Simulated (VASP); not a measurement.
Wanted: the native input for a VASP 6.6.1 run.

```
Task                   : single point
Functional             : r2SCAN
Potentials or basis    : VASP PAW PBE potentials, release 64 (Cd, S)
Cutoff                 : 520 eV
k mesh                 : 8 × 8 × 8
Occupations            : fermi-dirac, width 0.05 eV
Spin                   : no spin polarisation
Dipole correction      : no
Further INCAR settings : ALGO = Normal; EDIFF = 1e-07; NBANDS = 16
```

Crystal: CdS.

```
CELL_PARAMETERS angstrom
0.00000 2.71603 2.71603
2.71603 0.00000 2.71603
2.71603 2.71603 0.00000
ATOMIC_POSITIONS crystal
Cd 0.00000 0.00000 0.00000
S 0.50000 0.50000 0.50000
```

These files were run (other wordings do the same):

POSCAR

```
CdS
1.0
    0.0000000000      2.7160334386      2.7160334386
    2.7160334386      0.0000000000      2.7160334386
    2.7160334386      2.7160334386      0.0000000000
Cd S
1 1
Direct
    0.0000000000      0.0000000000      0.0000000000
    0.5000000000      0.5000000000      0.5000000000
```

INCAR.step1

```
PREC = Accurate
ENCUT = 520
ISMEAR = -1
SIGMA = 0.05
LREAL = F
LASPH = T
NELM = 80
NBANDS = 16
GGA = PE
ALGO = Normal
EDIFF = 1E-4
LWAVE = T
LCHARG = F
```

INCAR.step2

```
PREC = Accurate
ENCUT = 520
EDIFF = 1E-7
ISMEAR = -1
SIGMA = 0.05
LREAL = F
LASPH = T
NELM = 80
ALGO = Normal
ISIF = 2
LWAVE = F
LCHARG = F
METAGGA = R2SCAN
LMIXTAU = T
NBANDS = 16
ISTART = 1
```

KPOINTS

```
regular mesh
0
Gamma
  8 8 8
```

Potentials or basis: VASP PAW PBE potentials, release 64 (Cd, S).

Launch:

```console
$ cat potpaw_PBE.64/Cd/POTCAR potpaw_PBE.64/S/POTCAR > POTCAR
$ cp INCAR.step1 INCAR
$ mpirun -np 1 vasp_std > vasp.out
$ cp INCAR.step2 INCAR
$ mpirun -np 1 vasp_std > vasp.out
```

It gave:

```
Pressure               : 1.5 GPa
Band gap on the k mesh : 0.73 eV, indirect (least direct gap 2.44 eV)
```

Caveat: the PAW data sets were made with another functional, which shifts forces and pressure a little.

Wall time 2.2 min on 1 thread of Intel Xeon 8259CL, with other jobs on the host, peak memory 0.18 GiB.
